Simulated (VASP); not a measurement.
Write the native input for VASP 6.6.1 that does the following.

```
Task                               : single point
Functional                         : PBE0
Potentials or basis                : VASP PAW PBE potentials, release 64 (Sb, Ga_d)
Cutoff                             : 520 eV
k mesh                             : 5 × 5 × 5
Occupations                        : fermi-dirac, width 0.05 eV
Spin                               : no spin polarisation
Dipole correction                  : no
Grid for exact exchange (PRECFOCK) : Normal
Further INCAR settings             : ALGO = Normal; EDIFF = 1e-07; NBANDS = 16
Share of exact exchange            : 0.25
```

Crystal: GaSb.

```
CELL_PARAMETERS angstrom
-1.55590 2.67500 2.89331
1.55590 -2.67500 2.89331
1.55590 2.67500 -2.89331
ATOMIC_POSITIONS crystal
Sb 0.50000 0.50000 0.00000
Ga 0.00000 0.00000 0.00000
```

The input as run:

POSCAR

```
GaSb
1.0
   -1.5559010000      2.6750030000      2.8933130000
    1.5559010000     -2.6750030000      2.8933130000
    1.5559010000      2.6750030000     -2.8933130000
Sb Ga
1 1
Direct
    0.5000000000      0.5000000000      0.0000000000
    0.0000000000      0.0000000000      0.0000000000
```

INCAR.step1

```
PREC     = Accurate       # precision mode
ENCUT    = 520            # plane-wave cutoff, eV
EDIFF    = 1E-5           # SCF threshold, eV
ISMEAR   = -1             # smearing method
SIGMA    = 0.05           # smearing width, eV
LREAL    = F              # projectors in reciprocal space
LASPH    = T              # aspherical terms in the spheres
NELM     = 100            # most SCF steps
ALGO     = Normal         # electronic algorithm
ISIF     = 2              # what is computed and relaxed
LWAVE    = T              # write WAVECAR
GGA      = PE             # functional
NBANDS   = 16             # bands
```

INCAR.step2

```
PREC     = Accurate       # precision mode
ENCUT    = 520            # plane-wave cutoff, eV
EDIFF    = 1E-7           # SCF threshold, eV
ISMEAR   = -1             # smearing method
SIGMA    = 0.05           # smearing width, eV
LREAL    = F              # projectors in reciprocal space
LASPH    = T              # aspherical terms in the spheres
NELM     = 100            # most SCF steps
ALGO     = Normal         # electronic algorithm
ISIF     = 2              # what is computed and relaxed
LWAVE    = F              # write WAVECAR
LCHARG   = T              # write CHGCAR
GGA      = PE             # functional
LHFCALC  = T              # exact exchange
AEXX     = 0.25           # exact-exchange fraction
PRECFOCK = Normal       
LELF     = T              # ELF
LVHAR    = T            
ISTART   = 1            
NBANDS   = 16             # bands
```

KPOINTS

```
regular mesh
0
Gamma
  5 5 5
```

Potentials or basis: VASP PAW PBE potentials, release 64 (Sb, Ga_d).

Command:

```sh
$ cat potpaw_PBE.64/Sb/POTCAR potpaw_PBE.64/Ga_d/POTCAR > POTCAR
$ cp INCAR.step1 INCAR
$ mpirun -np 1 vasp_std > vasp.out
$ cp INCAR.step2 INCAR
$ mpirun -np 1 vasp_std > vasp.out
```

Results of the run:

```yaml
Pressure: -2.7 GPa
Band_gap_on_the_k_mesh: zero (bands 9 and 10 overlap by 4.48 eV)
```

Caveat: the k points lie up to 0.46 Å⁻¹ apart, too coarse for converged energies and pressures of a metal; the PAW data sets were made with another functional, which shifts forces and pressure a little; spin-orbit coupling is left out, which moves the levels of the heavy elements.

Run time: 73 min on 1 thread of Intel(R) Xeon(R) Platinum 8259CL CPU @ 2.50GHz (Skylake/Cascade Lake), with other jobs on the host, peak memory 0.21 GiB.
